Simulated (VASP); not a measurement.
# Ti3O4 in VASP: single point with PBEsol

Aim: the single point of Ti3O4 with PBEsol.

Everything below comes from runs of VASP 6.6.1. Logs are shortened: lines on timing, memory, paths and dates and some standing lists are left out, and cuts for length are marked.

### 1 The cell of the first run

The typed cell holds 7 atoms: a = 4.997 Å, b = 4.997 Å, c = 2.961 Å, α = 90.00°, β = 90.00°, γ = 108.88°.

### 2 Single point, PBEsol

INCAR

```
SYSTEM = Ti3O4
ALGO     = Normal         ! electronic algorithm
EDIFF    = 1E-6           ! SCF threshold, eV
ENCUT    = 520            ! plane-wave cutoff, eV
GGA      = PS             ! functional
ISIF     = 2              ! what is computed and relaxed
ISMEAR   = 0              ! smearing method
LASPH    = .TRUE.         ! aspherical terms in the spheres
LCHARG   = .TRUE.         ! write CHGCAR
LELF     = .TRUE.         ! ELF
LREAL    = .FALSE.        ! projectors in reciprocal space
LVHAR    = .TRUE.       
LWAVE    = .FALSE.        ! write WAVECAR
NBANDS   = 39             ! bands
NELM     = 80             ! most SCF steps
PREC     = Accurate       ! precision mode
SIGMA    = 0.15           ! smearing width, eV
```

KPOINTS

```
k-points
0
G
  8 8 12
  0 0 0
```

POSCAR

```
Ti3O4
1.0
    2.9059979528     -4.0649883275      0.0000092430
    2.9058160590      4.0648568693      0.0000108627
    0.0000102468      0.0000005966      2.9613208582
Ti O
3 4
Direct
   -0.0110928097      0.0110720217      0.5000048386
    0.5216688376      0.0059935013     -0.0000099068
   -0.0059833186      0.4782954034      0.0000052012
    0.7730781144      0.7583512740      0.0000068395
    0.2483546241      0.7516346591      0.4999995040
    0.2416676562      0.2269512605     -0.0000031491
    0.7323068960      0.2677018799      0.4999966730
```

Potentials or basis: VASP PAW PBE potentials, release 64 (Ti_sv, O).

Run with:

```sh
cat potpaw_PBE.64/Ti_sv/POTCAR potpaw_PBE.64/O/POTCAR > POTCAR
mpirun -np 1 vasp_std > vasp.out
```

OUTCAR:

```text
SYSTEM = Ti3O4
   EDIFF = 1E-6
   ENCUT = 520
   GGA = PS
   ISIF = 2
   ISMEAR = 0
   LASPH = .TRUE.
   LREAL = .FALSE.
   NELM = 80
   PREC = Accurate

 ion  position               nearest neighbor table
   1  0.989  0.011  0.500-   4 2.02   4 2.02   6 2.02   6 2.02   7 2.09   5 2.11   3 2.76   3 2.76
                             2 2.76   2 2.76
   2  0.522  0.006  1.000-   4 2.03   7 2.03   7 2.03   6 2.04   5 2.13   5 2.13   3 2.75   1 2.76
                             1 2.76
   3  0.994  0.478  0.000-   6 2.03   7 2.03   7 2.03   4 2.04   5 2.13   5 2.13   2 2.75   1 2.76
                             1 2.76
   4  0.773  0.758  0.000-   1 2.02   1 2.02   2 2.03   3 2.04
   5  0.248  0.752  0.500-   1 2.11   2 2.13   3 2.13   2 2.13   3 2.13
   6  0.242  0.227  1.000-   1 2.02   1 2.02   3 2.03   2 2.04
   7  0.732  0.268  0.500-   3 2.03   3 2.03   2 2.03   2 2.03   1 2.09

  Warning from LATTYP: Monoclinic adjustment (A1->A3, A2->A1, A3->A2)!
  LATTYP: Found a simple monoclinic cell.
 ALAT       =     4.9966817326
 B/A-ratio  =     0.5926574909
 C/A-ratio  =     1.0000425729
 COS(beta)  =    -0.3235876081

  Lattice vectors:

 A1 = (   2.9058160590,   4.0648568693,   0.0000108627)
 A2 = (   0.0000102468,   0.0000005966,   2.9613208582)
 A3 = (   2.9059979528,  -4.0649883275,   0.0000092430)

Analysis of symmetry for initial positions (statically):
=====================================================================
 Subroutine PRICEL returns:
 Original cell was already a primitive cell.

 Routine SETGRP: Setting up the symmetry group for a
 simple monoclinic supercell.

 Subroutine GETGRP returns: Found  1 space group operations
 (whereof  1 operations were pure point group operations)
 out of a pool of  4 trial point group operations.

The static configuration has the point symmetry C_1 .

Analysis of symmetry for dynamics (positions and initial velocities):
=====================================================================
 Subroutine PRICEL returns:
 Original cell was already a primitive cell.

 Routine SETGRP: Setting up the symmetry group for a
 simple monoclinic supercell.

 Subroutine GETGRP returns: Found  1 space group operations
 (whereof  1 operations were pure point group operations)
 out of a pool of  4 trial point group operations.

The dynamic configuration has the point symmetry C_1 .

 Subroutine INISYM returns: Found  1 space group operations
 (whereof  1 operations are pure point group operations),
 and found     1 'primitive' translations

----------------------------------------------------------------------------------------

                                     Primitive cell

  volume of cell :      69.9599

  direct lattice vectors                    reciprocal lattice vectors
     2.905997953 -4.064988328  0.000009243     0.172060535 -0.122999723 -0.000000571
     2.905816059  4.064856869  0.000010863     0.172066100  0.123007422 -0.000000620
     0.000010247  0.000000597  2.961320858    -0.000001168 -0.000000067  0.337687150

  length of vectors
     4.996894456  4.996681733  2.961320858     0.211503569  0.211512573  0.337687150

  position of ions in fractional coordinates (direct lattice)
     0.988907190  0.011072022  0.500004839
     0.521668838  0.005993501  0.999990093
     0.994016681  0.478295403  0.000005201
     0.773078114  0.758351274  0.000006840
     0.248354624  0.751634659  0.499999504
     0.241667656  0.226951261  0.999996851
     0.732306896  0.267701880  0.499996673

  ion indices of the primitive-cell ions
   primitive index   ion index
                 1           1
                 2           2
                 3           3
                 4           4
                 5           5
                 6           6
                 7           7

----------------------------------------------------------------------------------------

 KPOINTS: k-points

Automatic generation of k-mesh.
 Grid dimensions read from file:
 generate k-points for:    8    8   12

 Generating k-lattice:

  Cartesian coordinates                     Fractional coordinates (reciprocal lattice)
     0.021507567 -0.015374965 -0.000000071     0.125000000 -0.000000000  0.000000000
     0.021508262  0.015375928 -0.000000078    -0.000000000  0.125000000  0.000000000
    -0.000000097 -0.000000006  0.028140596     0.000000000  0.000000000  0.083333333

  Length of vectors
     0.026437946  0.026439072  0.028140596

  Shift w.r.t. Gamma in fractional coordinates (k-lattice)
     0.000000000  0.000000000  0.000000000

 Subroutine IBZKPT returns following result:
 ===========================================

 Found    388 irreducible k-points:

 Following reciprocal coordinates:
            Coordinates               Weight
  0.000000  0.000000  0.000000      1.000000
  0.125000 -0.000000  0.000000      2.000000
  0.250000 -0.000000  0.000000      2.000000
  0.375000 -0.000000 -0.000000      2.000000
  0.500000 -0.000000  0.000000      1.000000
 -0.000000  0.125000  0.000000      2.000000
[... 16 lines left out ...]
  0.125000  0.375000 -0.000000      2.000000
  0.250000  0.375000 -0.000000      2.000000
 [... further k-points ...]
   k-points           NKPTS =    388   k-points in BZ     NKDIM =    388   number of bands    NBANDS=     39
   number of dos      NEDOS =    301   number of ions     NIONS =      7
   total plane-waves  NPLWV =  38400
   dimension x,y,z NGX =    40 NGY =   40 NGZ =   24
   dimension x,y,z NGXF=    80 NGYF=   80 NGZF=   48
   ions per type =               3   4
   NGX,Y,Z   is equivalent  to a cutoff of  13.31, 13.31, 13.47 a.u.
   NGXF,Y,Z  is equivalent  to a cutoff of  26.62, 26.62, 26.95 a.u.
 SYSTEM =  Ti3O4
   PREC   = accura    normal or accurate (medium, high low for compatibility)
   ISTART =      0    job   : 0-new  1-cont  2-samecut
   ICHARG =      2    charge: 1-file 2-atom 10-const
   ISPIN  =      1    spin polarized calculation?
   LNONCOLLINEAR =      F non collinear calculations
   LSORBIT =      F    spin-orbit coupling
   LASPH  =      T    aspherical Exc in radial PAW
   ENCUT  =  520.0 eV  38.22 Ry    6.18 a.u.   9.29  9.29  5.51*2*pi/ulx,y,z
   NELM   =     80;   NELMIN=  2; NELMDL= -5     # of ELM steps
   EDIFF  = 0.1E-05   stopping-criterion for ELM
   LREAL  =      F    real-space projection
   EDIFFG = 0.1E-04   stopping-criterion for IOM
   NSW    =      0    number of steps for IOM
   IBRION =     -1    ionic relax: 0-MD 1-quasi-New 2-CG
   NFREE  =      0    steps in history (QN), initial steepest desc. (CG)
   ISIF   =      2    stress and relaxation
   ISYM   =      2    0-nonsym 1-usesym 2-fastsym
   POTIM  = 0.5000    time-step for ionic-motion
   TEBEG  =    0.0;   TEEND  =   0.0 temperature during run
   PSTRESS=    0.0 pullay stress
   NELECT =      60.0000    total number of electrons
   NUPDOWN=      -1.0000    fix difference up-down
   EMIN   =  10.00;   EMAX   =-10.00  energy-range for DOS
   EFERMI =   0.00;   METHOD = LEGACY
   ISMEAR =     0;   SIGMA  =   0.15  broadening in eV -4-tet -1-fermi 0-gaus
   EFERMI_NEDOS =   21; number of points for ismear=-14 and -15
   IALGO  =     38    algorithm
   IMIX   =      4    mixing-type and parameters
     AMIX     =   0.40;   BMIX     =  1.00
     AMIX_MAG =   1.60;   BMIX_MAG =  1.00
  volume/ion in A,a.u.               =       9.99        67.44
  Fermi-wavevector in a.u.,A,eV,Ry     =   1.555400  2.939280 32.916156  2.419269
  Thomas-Fermi vector in A             =   2.659347
   LORBIT       =      0    0 simple, 1 ext, 2 COOP (PROOUT), +10 PAW based schemes
   GGA     = PS    functional components
   LHFCALC =     F    Hartree Fock is set to
   AEXX    =    0.0000 exact exchange contribution
   IVDW    =     0    specifies the selected vdW correction
   LEPSILON=     F    determine dielectric tensor
   LRPA    =     F    only Hartree local field effects (RPA)
 non-spin polarized calculation
 Gauss-broadening in eV      SIGMA  =   0.15
  energy-cutoff  :      520.00
  volume of cell :       69.96
 maximum number of plane-waves:      1906
 NGX is ok and might be reduce to    40
   NGX = 19   NGY = 19   NGZ = 11

 number of electron      59.9999988 magnetization

 Free energy of the ion-electron system (eV)
  ---------------------------------------------------
  ext. energy  EPLUGINS =         0.00000000
  ---------------------------------------------------
  free energy    TOTEN  =       -66.00683851 eV

  energy without entropy =      -65.97982717  energy(sigma->0) =      -65.99333284

 E-fermi :   9.2788     XC(G=0): -12.3626

 val. band max:        9.2744129711   @ k =   0.2500   0.2500   0.0000
 cond. band min:       9.2794605427   @ k =   0.2500   0.1250   0.2500
 fundamental gap:      0.0050475716
 Fermi energy:         9.2787563309

 k-point     1 :       0.0000    0.0000    0.0000
  band No.  band energies     occupation
      1     -48.5281      2.00000
      2     -48.4475      2.00000
      3     -48.1635      2.00000
      4     -25.4424      2.00000
      5     -25.1931      2.00000
      6     -24.9617      2.00000
[... 31 lines left out ...]
     38      11.5523      0.00000
     39      11.7215      0.00000

 k-point     2 :       0.1250   -0.0000    0.0000
  band No.  band energies     occupation
      1     -48.5257      2.00000
      2     -48.4491      2.00000
      3     -48.1645      2.00000
      4     -25.4218      2.00000
      5     -25.1832      2.00000
      6     -24.9578      2.00000
[... 31 lines left out ...]
     38      11.5403      0.00000
     39      11.6909      0.00000

 k-point     3 :       0.2500   -0.0000    0.0000
  band No.  band energies     occupation
      1     -48.5192      2.00000
      2     -48.4536      2.00000
      3     -48.1668      2.00000
      4     -25.3676      2.00000
      5     -25.1563      2.00000
      6     -24.9459      2.00000
[... 832 lines left out ...]
 k-point    23 :       0.1250    0.3750   -0.0000
  band No.  band energies     occupation
      1     -48.5078      2.00000
      2     -48.4620      2.00000
      3     -48.1700      2.00000
      4     -25.2679      2.00000
      5     -25.1118      2.00000
      6     -24.9388      2.00000
[... 31 lines left out ...]
     38      11.9200      0.00000
     39      11.9718      0.00000

 k-point    24 :       0.2500    0.3750   -0.0000
  band No.  band energies     occupation
      1     -48.5068      2.00000
      2     -48.4605      2.00000
      3     -48.1727      2.00000
      4     -25.2542      2.00000
      5     -25.0786      2.00000
      6     -24.9570      2.00000
[... 31 lines left out ...]
     38      11.7271      0.00000
     39      11.8402      0.00000

 [... further k-points ...]
[... 5 lines left out ...]
  --------------------------------------------------------------------------------------
  -------------------------------------------------------------------------------------
  Total        0.2854446      0.3858353      0.3592194      0.0016936     -0.0000925     -0.0005394
  in kB        6.5370679      8.8361500      8.2266100      0.0387868     -0.0021189     -0.0123527
  external PRESSURE =       7.8666093 kB  Pullay stress =       0.0000000 kB

 VOLUME and BASIS-vectors are now :
 -----------------------------------------------------------------------------
  energy-cutoff  :      520.00
  volume of cell :       69.96
      direct lattice vectors                 reciprocal lattice vectors
     2.905997953 -4.064988328  0.000009243     0.172060535 -0.122999723 -0.000000571
     2.905816059  4.064856869  0.000010863     0.172066100  0.123007422 -0.000000620
     0.000010247  0.000000597  2.961320858    -0.000001168 -0.000000067  0.337687150

 POSITION                                       TOTAL-FORCE (eV/Angst)
 -----------------------------------------------------------------------------------
      2.90594     -3.97489      1.48068         0.001047     -0.017588     -0.000130
      1.53339     -2.09621      2.96130        -0.028108      0.008987      0.000292
      4.27845     -2.09646      0.00003         0.029101      0.010550     -0.000236
      4.45019     -0.05996      0.00004        -0.031221     -0.008197     -0.000071
      2.90584      2.04573      1.48067         0.000250     -0.014708      0.000005
      1.36177     -0.05985      2.96132         0.029648     -0.009009      0.000088
      2.90598     -1.88865      1.48066        -0.000718      0.029965      0.000052
 -----------------------------------------------------------------------------------
    total drift:                               -0.000016      0.000374      0.000001

  FREE ENERGIE OF THE ION-ELECTRON SYSTEM (eV)
  ---------------------------------------------------
  free  energy   TOTEN  =       -66.0068385115 eV

  energy  without entropy=      -65.9798271683  energy(sigma->0) =      -65.99333284
```

It took 9.7 min on 1 thread of AMD EPYC 9R45 (Zen 5), shared host; peak memory 0.76 GiB.

What came out:

- Free energy: -66.0068 eV
- Pressure: 0.8 GPa
- Largest force: 0.032 eV/Å
- Band gap on the k mesh: zero (bands 30 and 31 overlap by 0.89 eV)

Forces in eV/Å, atoms in the order of the input:
```
Ti   0.001 -0.018  0.000
Ti  -0.028  0.009  0.000
Ti   0.029  0.011  0.000
O   -0.031 -0.008  0.000
O    0.000 -0.015  0.000
O    0.030 -0.009  0.000
O   -0.001  0.030  0.000
```

Stress tensor (GPa, compression positive):
```
0.65 0.00 0.00
0.00 0.88 0.00
0.00 0.00 0.82
```

Caveat: the PAW data sets were made with another functional, which shifts forces and pressure a little; semilocal functionals often make such compounds metallic where correlation or magnetic order opens a gap, which also shifts bond lengths.
